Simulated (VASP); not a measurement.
# Ti: single point with r2SCAN

Ti:

```
CELL_PARAMETERS angstrom
-1.65741 1.65741 1.64100
1.65741 -1.65741 1.64100
1.62459 1.62459 -1.64100
ATOMIC_POSITIONS crystal
Ti 0.00000 0.00000 0.00000
```

```
Program             : VASP 6.6.1
Task                : single point
Functional          : r2SCAN
Potentials or basis : VASP PAW PBE potentials, release 64 (Ti_sv)
Cutoff              : 520 eV
k mesh              : 15 × 15 × 15
Occupations         : fermi-dirac, width 0.1 eV
Spin                : no spin polarisation
```

```
Pressure               : -2.2 GPa
Band gap on the k mesh : zero (bands 6 and 7 overlap by 1.77 eV)
```

Stress tensor (GPa, compression positive):
```
-2.25  0.84  0.00
 0.84 -2.25  0.00
 0.00  0.00 -2.22
```

Levels at points of the mesh, in eV from the Fermi level:
| k point | band 3 | band 4 | band 5 | band 6 | band 7 | band 8 | band 9 | band 10 |
| --- | --- | --- | --- | --- | --- | --- | --- | --- |
| (0.00, 0.00, 0.00) | -33.77 | -33.76 | -6.31 | 1.02 | 1.12 | 1.23 | 2.87 | 2.87 |

It took 4.2 min on 1 thread of Intel(R) Xeon(R) Platinum 8488C (Sapphire Rapids), on a shared host, peak memory 0.22 GiB.

Caveat: the PAW data sets were made with another functional, which shifts forces and pressure a little.
